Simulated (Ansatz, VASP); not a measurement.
One calculation of SiO2, two programs

INCAR

```
ALGO = Normal ; EDIFF = 1E-6
ENCUT = 520 ; GGA = PE
ISIF = 2 ; ISMEAR = 0
LASPH = True ; LCHARG = False
LREAL = False ; LWAVE = False
NBANDS = 25 ; NELM = 60
PREC = Accurate ; SIGMA = 0.05
```

Contents of KPOINTS:

```
k-points
0
Gamma
  6 6 8
```

File POSCAR:

```
SiO2
1.0
    4.3312000000      0.0000000000      0.0000000000
    0.0000000000      4.3312000000      0.0000000000
    0.0000000000      0.0000000000      2.8512000000
Si O
2 4
Direct
    0.5000000000      0.5000000000      0.5000000000
    0.0000000000      0.0000000000      0.0000000000
    0.6930127928      0.6930127928      0.0000000000
    0.1930127928      0.8069872072      0.5000000000
    0.3069872072      0.3069872072      0.0000000000
    0.8069872072      0.1930127928      0.5000000000
```

Input for Ansatz:

```yaml
crystal:
  lattice:
    - [4.3312, 0.0, 0.0]
    - [0.0, 4.3312, 0.0]
    - [0.0, 0.0, 2.8512]
  atoms:
    - { symbol: Si, position: [0.5, 0.5, 0.5] }
    - { symbol: Si, position: [0.0, 0.0, 0.0] }
    - { symbol: O, position: [0.6930127928, 0.6930127928, 0.0] }
    - { symbol: O, position: [0.1930127928, 0.8069872072, 0.5] }
    - { symbol: O, position: [0.3069872072, 0.3069872072, 0.0] }
    - { symbol: O, position: [0.8069872072, 0.1930127928, 0.5] }
basis:
  ecutwfc: 520.0
kpoints:
  mp_grid: { grid: [6, 6, 8] }
hamiltonian:
  xc: pbe
  pseudopotentials: { kind: paw, azcp: { folder: soft_1 } }
scf:
  occupations: { method: gaussian, width: 0.05 }
output:
  forces: true
  stress: true
  eigenvalues: true
```

Alike in both runs: task single point; functional PBE; k mesh 6 × 6 × 8; occupations gaussian, width 0.05 eV; no spin polarisation.

|  | VASP | Ansatz |
| --- | --- | --- |
| version | VASP 6.6.1 | Ansatz 0.2.0 |
| potentials or method | VASP PAW PBE potentials, release 64 (Si, O), cutoff 520 eV | scalar-relativistic, plane waves, PAW |
| valence electrons in the cell | 32 | 32 |

Ansatz gave:

* gap on the k mesh at the Fermi level (eV): 3.23
* least direct gap on the mesh (eV): 3.23
* pressure (GPa): -25.9
* traceless stress, the component that is largest in VASP (GPa): -11.99
* rms of the force components (eV/Å): 0.124

Task: What did VASP give for the same quantities?

Result: gap on the k mesh at the Fermi level (eV): 3.21; least direct gap on the mesh (eV): 3.21; pressure (GPa): -25.6; traceless stress, the component that is largest in VASP (GPa): -11.66; rms of the force components (eV/Å): 0.118.

Atom by atom the forces differ by 0.005 eV/Å (rms over components).
